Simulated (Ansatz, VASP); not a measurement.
TlCl in VASP and in Ansatz

```
Tl Cl
1.0
     3.91768    0.00000    0.00000
     0.00000    3.91768    0.00000
     0.00000    0.00000    3.91768
Tl Cl
1 1
Direct
  0.00000 0.00000 0.00000
  0.50000 0.50000 0.50000
```

Alike in both runs: functional PBE; dispersion D3(BJ); k mesh 8 × 8 × 8; occupations gaussian, width 0.02 eV; no spin polarisation.

Ansatz relaxed the structure, and its values are those at the end. VASP's run is a single point on that final structure, the one shown.

|  | VASP | Ansatz |
| --- | --- | --- |
| version | VASP 6.6.1 | Ansatz 0.2.0 |
| potentials or method | VASP PAW PBE potentials, release 64 (Tl_d, Cl), cutoff 500 eV | scalar-relativistic, plane waves, PAW |
| valence electrons in the cell | 20 | 20 |

|  | VASP | Ansatz | Ansatz less VASP |
| --- | --- | --- | --- |
| gap on the k mesh at the Fermi level (eV) | 2.24 | 2.23 | -0.007 |
| least direct gap on the mesh (eV) | 2.24 | 2.23 | -0.007 |
| pressure (GPa) | -0.1 | 0.0 | +0.06 |

Ansatz's warnings: dispersion switch in reach, relaxed geometry near dispersion switch.

Neither program's run includes spin-orbit coupling.
